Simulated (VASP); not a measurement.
**TiSi2: single point with PBE**

The system is TiSi2.

```
Ti Si
1.0
     1.74907   -6.55435    0.00000
     1.74907    6.55435    0.00000
     0.00000    0.00000    3.52940
Ti Si
2 4
Direct
  0.89681 0.10319 0.75000
  0.10319 0.89681 0.25000
  0.55914 0.44086 0.75000
  0.44086 0.55914 0.25000
  0.24983 0.75017 0.75000
  0.75017 0.24983 0.25000
```

- Program: VASP 6.6.1
- Task: single point
- Functional: PBE
- Potentials or basis: VASP PAW PBE potentials, release 64 (Ti_sv, Si)
- Cutoff: 520 eV
- k mesh: 12 × 12 × 12
- Occupations: gaussian, width 0.15 eV
- Spin: no spin polarisation
- Dipole correction: no
- Further INCAR settings: ALGO = Normal; EDIFF = 1e-07; NBANDS = 29

```yaml
Pressure: 9.3 GPa
Largest_force: 0.378 eV/Å
Band_gap_on_the_k_mesh: zero (bands 20 and 21 overlap by 1.05 eV)
```

Forces in eV/Å, atoms in the order of the input:
```
Ti   0.000 -0.378  0.000
Ti   0.000  0.378  0.000
Si   0.000 -0.319  0.000
Si   0.000  0.319  0.000
Si   0.000  0.032  0.000
Si   0.000 -0.032  0.000
```

Stress tensor (GPa, compression positive):
```
 7.64  0.00  0.00
 0.00 11.24  0.00
 0.00  0.00  8.97
```

Levels at points of the mesh, in eV from the Fermi level:
```csv
k point,band 18,band 19,band 20,band 21,band 22,band 23
"(0.00, 0.00, 0.00)",-2.18,-1.88,0.45,0.85,0.92,0.96
"(0.50, 0.00, 0.00)",-1.37,-0.67,-0.65,-0.58,1.25,1.57
"(0.50, 0.50, 0.00)",-2.03,-1.13,0.35,0.63,0.69,0.97
"(0.00, 0.00, 0.50)",-1.65,-0.05,-0.05,1.07,1.07,1.53
"(0.50, 0.00, 0.50)",-3.18,-2.54,-2.54,1.89,1.89,1.97
"(0.50, 0.50, 0.50)",-2.19,-1.00,-1.00,0.57,0.57,1.76
```

It took 11 min on 1 thread of AMD EPYC 9R45 96-Core Processor (Zen 5) (shared host), peak memory 0.64 GiB.

Caveat: the cell stands under pressure.
